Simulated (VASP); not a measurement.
# Ge2Sb3Se (P4/mmm) in VASP: a series of runs, part 2 of 2

VASP 6.6.1.

### 3 Single point, PBE

This run uses another cell than the first one, of 31.81 Å³/atom.

INCAR

```
ALGO = Normal
EDIFF = 1E-7
ENCUT = 520
GGA = PE
ISIF = 2
ISMEAR = 0
LASPH = T
LCHARG = F
LREAL = F
LWAVE = F
NBANDS = 34
NELM = 80
PREC = Accurate
SIGMA = 0.1
```

KPOINTS

```
k-points
0
Gamma
  8 8 8
```

POSCAR

```
Ge2Sb3Se
1.0
    5.8112710158      0.0000000000      0.0000000000
    0.0000000000      5.8112710158      0.0000000000
    0.0000000000      0.0000000000      5.6507855017
Ge Sb Se
2 3 1
Direct
    0.0000000000      0.5000000000      0.5000000000
    0.5000000000      0.0000000000      0.5000000000
    0.5000000000      0.5000000000      0.5000000000
    0.0000000000      0.5000000000      0.0000000000
    0.5000000000      0.0000000000      0.0000000000
    0.5000000000      0.5000000000      0.0000000000
```

Potentials or basis: VASP PAW PBE potentials, release 64 (Ge_d, Sb, Se).

Run with:

```
cat potpaw_PBE.64/Ge_d/POTCAR potpaw_PBE.64/Sb/POTCAR potpaw_PBE.64/Se/POTCAR > POTCAR
mpirun -np 1 vasp_std > vasp.out
```

OUTCAR:

```text
EDIFF = 1E-7
   ENCUT = 520
   GGA = PE
   ISIF = 2
   ISMEAR = 0
   LASPH = T
   LREAL = F
   NELM = 80
   PREC = Accurate

 ion  position               nearest neighbor table
   1  0.000  0.500  0.500-   4 2.83   4 2.83   3 2.91   3 2.91
   2  0.500  0.000  0.500-   5 2.83   5 2.83   3 2.91   3 2.91
   3  0.500  0.500  0.500-   6 2.83   6 2.83   1 2.91   2 2.91   2 2.91   1 2.91
   4  0.000  0.500  0.000-   1 2.83   1 2.83   6 2.91   6 2.91
   5  0.500  0.000  0.000-   2 2.83   2 2.83   6 2.91   6 2.91
   6  0.500  0.500  0.000-   3 2.83   3 2.83   5 2.91   4 2.91   5 2.91   4 2.91

  LATTYP: Found a simple tetragonal cell.
 ALAT       =     5.8112710158
 C/A-ratio  =     0.9723837498

  Lattice vectors:

 A1 = (   5.8112710158,   0.0000000000,   0.0000000000)
 A2 = (   0.0000000000,   5.8112710158,   0.0000000000)
 A3 = (   0.0000000000,   0.0000000000,   5.6507855017)

Analysis of symmetry for initial positions (statically):
=====================================================================
 Subroutine PRICEL returns:
 Original cell was already a primitive cell.

 Routine SETGRP: Setting up the symmetry group for a
 simple tetragonal supercell.

 Subroutine GETGRP returns: Found 16 space group operations
 (whereof 16 operations were pure point group operations)
 out of a pool of 16 trial point group operations.

The static configuration has the point symmetry D_4h.

Analysis of symmetry for dynamics (positions and initial velocities):
=====================================================================
 Subroutine PRICEL returns:
 Original cell was already a primitive cell.

 Routine SETGRP: Setting up the symmetry group for a
 simple tetragonal supercell.

 Subroutine GETGRP returns: Found 16 space group operations
 (whereof 16 operations were pure point group operations)
 out of a pool of 16 trial point group operations.

The dynamic configuration has the point symmetry D_4h.

 Subroutine INISYM returns: Found 16 space group operations
 (whereof 16 operations are pure point group operations),
 and found     1 'primitive' translations

----------------------------------------------------------------------------------------

                                     Primitive cell

  volume of cell :     190.8319

  direct lattice vectors                    reciprocal lattice vectors
     5.811271016  0.000000000  0.000000000     0.172079395  0.000000000  0.000000000
     0.000000000  5.811271016  0.000000000     0.000000000  0.172079395  0.000000000
     0.000000000  0.000000000  5.650785502     0.000000000  0.000000000  0.176966547

  length of vectors
     5.811271016  5.811271016  5.650785502     0.172079395  0.172079395  0.176966547

  position of ions in fractional coordinates (direct lattice)
     0.000000000  0.500000000  0.500000000
     0.500000000  0.000000000  0.500000000
     0.500000000  0.500000000  0.500000000
     0.000000000  0.500000000  0.000000000
     0.500000000  0.000000000  0.000000000
     0.500000000  0.500000000  0.000000000

  ion indices of the primitive-cell ions
   primitive index   ion index
                 1           1
                 2           2
                 3           3
                 4           4
                 5           5
                 6           6

----------------------------------------------------------------------------------------
[... 26 lines left out ...]
            Coordinates               Weight
  0.000000  0.000000  0.000000      1.000000
  0.125000  0.000000  0.000000      4.000000
  0.250000  0.000000  0.000000      4.000000
  0.375000  0.000000  0.000000      4.000000
  0.500000  0.000000  0.000000      2.000000
  0.125000  0.125000  0.000000      4.000000
[... 16 lines left out ...]
  0.375000  0.125000  0.125000     16.000000
  0.500000  0.125000  0.125000      8.000000
 [... further k-points ...]
   k-points           NKPTS =     75   k-points in BZ     NKDIM =     75   number of bands    NBANDS=     34
   number of dos      NEDOS =    301   number of ions     NIONS =      6
   total plane-waves  NPLWV =  96768
   dimension x,y,z NGX =    48 NGY =   48 NGZ =   42
   dimension x,y,z NGXF=    96 NGYF=   96 NGZF=   84
   ions per type =               2   3   1
   NGX,Y,Z   is equivalent  to a cutoff of  13.73, 13.73, 12.36 a.u.
   NGXF,Y,Z  is equivalent  to a cutoff of  27.46, 27.46, 24.71 a.u.
 SYSTEM =  unknown system
   PREC   = accura    normal or accurate (medium, high low for compatibility)
   ISTART =      0    job   : 0-new  1-cont  2-samecut
   ICHARG =      2    charge: 1-file 2-atom 10-const
   ISPIN  =      1    spin polarized calculation?
   LNONCOLLINEAR =      F non collinear calculations
   LSORBIT =      F    spin-orbit coupling
   LASPH  =      T    aspherical Exc in radial PAW
   ENCUT  =  520.0 eV  38.22 Ry    6.18 a.u.  10.81 10.81 10.51*2*pi/ulx,y,z
   NELM   =     80;   NELMIN=  2; NELMDL= -5     # of ELM steps
   EDIFF  = 0.1E-06   stopping-criterion for ELM
   LREAL  =      F    real-space projection
   EDIFFG = 0.1E-05   stopping-criterion for IOM
   NSW    =      0    number of steps for IOM
   IBRION =     -1    ionic relax: 0-MD 1-quasi-New 2-CG
   NFREE  =      0    steps in history (QN), initial steepest desc. (CG)
   ISIF   =      2    stress and relaxation
   ISYM   =      2    0-nonsym 1-usesym 2-fastsym
   POTIM  = 0.5000    time-step for ionic-motion
   TEBEG  =    0.0;   TEEND  =   0.0 temperature during run
   PSTRESS=    0.0 pullay stress
   NELECT =      49.0000    total number of electrons
   NUPDOWN=      -1.0000    fix difference up-down
   EMIN   =  10.00;   EMAX   =-10.00  energy-range for DOS
   EFERMI =   0.00;   METHOD = LEGACY
   ISMEAR =     0;   SIGMA  =   0.10  broadening in eV -4-tet -1-fermi 0-gaus
   EFERMI_NEDOS =   21; number of points for ismear=-14 and -15
   IALGO  =     38    algorithm
   IMIX   =      4    mixing-type and parameters
     AMIX     =   0.40;   BMIX     =  1.00
     AMIX_MAG =   1.60;   BMIX_MAG =  1.00
  volume/ion in A,a.u.               =      31.81       214.63
  Fermi-wavevector in a.u.,A,eV,Ry     =   1.040535  1.966325 14.731193  1.082712
  Thomas-Fermi vector in A             =   2.175115
   LORBIT       =      0    0 simple, 1 ext, 2 COOP (PROOUT), +10 PAW based schemes
   GGA     = PE    functional components
   LHFCALC =     F    Hartree Fock is set to
   AEXX    =    0.0000 exact exchange contribution
   IVDW    =     0    specifies the selected vdW correction
   LEPSILON=     F    determine dielectric tensor
   LRPA    =     F    only Hartree local field effects (RPA)
 non-spin polarized calculation
 Gauss-broadening in eV      SIGMA  =   0.10
  energy-cutoff  :      520.00
  volume of cell :      190.83
 maximum number of plane-waves:      5176
 NGX is ok and might be reduce to    48
   NGX = 21   NGY = 21   NGZ = 21

 number of electron      49.0000000 magnetization

 Free energy of the ion-electron system (eV)
  ---------------------------------------------------
  ext. energy  EPLUGINS =         0.00000000
  ---------------------------------------------------
  free energy    TOTEN  =       -22.39407718 eV

  energy without entropy =      -22.37036118  energy(sigma->0) =      -22.38221918

 E-fermi :   4.2489     XC(G=0):  -8.7837

 val. band max:        4.2436822271   @ k =   0.5000   0.3750   0.3750
 cond. band min:       4.2542054182   @ k =   0.5000   0.2500   0.3750
 fundamental gap:      0.0105231911
 Fermi energy:         4.2488556266

 k-point     1 :       0.0000    0.0000    0.0000
  band No.  band energies     occupation
      1     -20.4291      2.00000
      2     -20.4268      2.00000
      3     -20.4091      2.00000
      4     -20.4038      2.00000
      5     -20.4038      2.00000
      6     -20.4037      2.00000
[... 877 lines left out ...]
     33       9.5374      0.00000
     34      10.0381      0.00000

 [... further k-points ...]
[... 5 lines left out ...]
  --------------------------------------------------------------------------------------
  -------------------------------------------------------------------------------------
  Total       -0.0927070     -0.0927070     -0.0798402      0.0000000      0.0000000      0.0000000
  in kB       -0.7783447     -0.7783447     -0.6703186      0.0000000      0.0000000      0.0000000
  external PRESSURE =      -0.7423360 kB  Pullay stress =       0.0000000 kB

 VOLUME and BASIS-vectors are now :
 -----------------------------------------------------------------------------
  energy-cutoff  :      520.00
  volume of cell :      190.83
      direct lattice vectors                 reciprocal lattice vectors
     5.811271016  0.000000000  0.000000000     0.172079395  0.000000000  0.000000000
     0.000000000  5.811271016  0.000000000     0.000000000  0.172079395  0.000000000
     0.000000000  0.000000000  5.650785502     0.000000000  0.000000000  0.176966547

 POSITION                                       TOTAL-FORCE (eV/Angst)
 -----------------------------------------------------------------------------------
      0.00000      2.90564      2.82539         0.000000      0.000000      0.000000
      2.90564      0.00000      2.82539         0.000000      0.000000      0.000000
      2.90564      2.90564      2.82539         0.000000      0.000000      0.000000
      0.00000      2.90564      0.00000         0.000000      0.000000      0.000000
      2.90564      0.00000      0.00000         0.000000      0.000000      0.000000
      2.90564      2.90564      0.00000         0.000000      0.000000      0.000000
 -----------------------------------------------------------------------------------
    total drift:                                0.000000      0.000000     -0.000000

  FREE ENERGIE OF THE ION-ELECTRON SYSTEM (eV)
  ---------------------------------------------------
  free  energy   TOTEN  =       -22.3940771782 eV

  energy  without entropy=      -22.3703611823  energy(sigma->0) =      -22.38221918
```

stdout:

```text
POSCAR found type information on POSCAR GeSbSe
 POSCAR found :  3 types and       6 ions
 scaLAPACK will be used
 LDA part: xc-table for (Slater+PW92), standard interpolation
 POSCAR, INCAR and KPOINTS ok, starting setup
 FFT: planning ... GRIDC
 FFT: planning ... GRID_SOFT
 FFT: planning ... GRID
 WAVECAR not read
 entering main loop
```

Run time: 12 min. Hardware: 1 thread of Intel Xeon 8259CL, shared host; peak memory 0.62 GiB.

What came out:

* Free energy: -22.3941 eV
* Pressure: -0.1 GPa
* Band gap on the k mesh: zero (an odd number of electrons rules out a gap without spin polarisation)

Caveat: spin-orbit coupling is left out, which moves the levels of the heavy elements.
